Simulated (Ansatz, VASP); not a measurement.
## GaN in VASP and in Ansatz

Contents of INCAR:

```
PREC = Accurate
ENCUT = 1330
EDIFF = 1E-6
ISMEAR = 0
SIGMA = 0.1
LREAL = False
LASPH = True
NELM = 120
ALGO = Normal
ISIF = 2
LWAVE = False
LCHARG = True
GGA = CA
LELF = True
LVHAR = True
NBANDS = 16
GGA_COMPAT = False
```

The input KPOINTS:

```
Automatic mesh
0
Gamma
  8 8 8
```

The input POSCAR:

```
GaN
1.0
    0.0000000000      2.2535006100      2.2535006100
    2.2535006100      0.0000000000      2.2535006100
    2.2535006100      2.2535006100      0.0000000000
Ga N
1 1
Direct
    0.0000000000      0.0000000000      0.0000000000
    0.2500000000      0.2500000000      0.2500000000
```

Input for Ansatz:

```yaml
crystal:
  lattice:
    - [0.0, 2.25350061, 2.25350061]
    - [2.25350061, 0.0, 2.25350061]
    - [2.25350061, 2.25350061, 0.0]
  atoms:
    - { symbol: Ga, position: [0.0, 0.0, 0.0] }
    - { symbol: "N", position: [0.25, 0.25, 0.25] }
basis:
  ecutwfc: 600.0
kpoints:
  mp_grid: { grid: [8, 8, 8] }
hamiltonian:
  xc: lda
  pseudopotentials: { kind: paw, azcp: { folder: soft_1 } }
scf:
  occupations: { method: gaussian, width: 0.1 }
output:
  forces: true
  stress: true
  eigenvalues: true
```

Alike in both runs: task single point; functional LDA; k mesh 8 × 8 × 8; occupations gaussian, width 0.1 eV; no spin polarisation.

```csv
,VASP,Ansatz
version,VASP 6.6.1,Ansatz 0.2.0
potentials or method,"VASP PAW LDA potentials, release 64 (Ga_d, N_h), cutoff 1330 eV","scalar-relativistic, plane waves, PAW"
valence electrons in the cell,18,18
```

|  | VASP | Ansatz | Ansatz less VASP |
| --- | --- | --- | --- |
| gap on the k mesh at the Fermi level (eV) | 1.75 | 1.74 | -0.012 |
| least direct gap on the mesh (eV) | 1.75 | 1.74 | -0.012 |
| pressure (GPa) | -5.6 | -6.5 | -0.88 |

Ansatz warns that its potentials were made for another functional, while VASP's fit it. LDA's correlation is that of Perdew and Zunger in VASP and of Perdew and Wang (1992) in Ansatz.
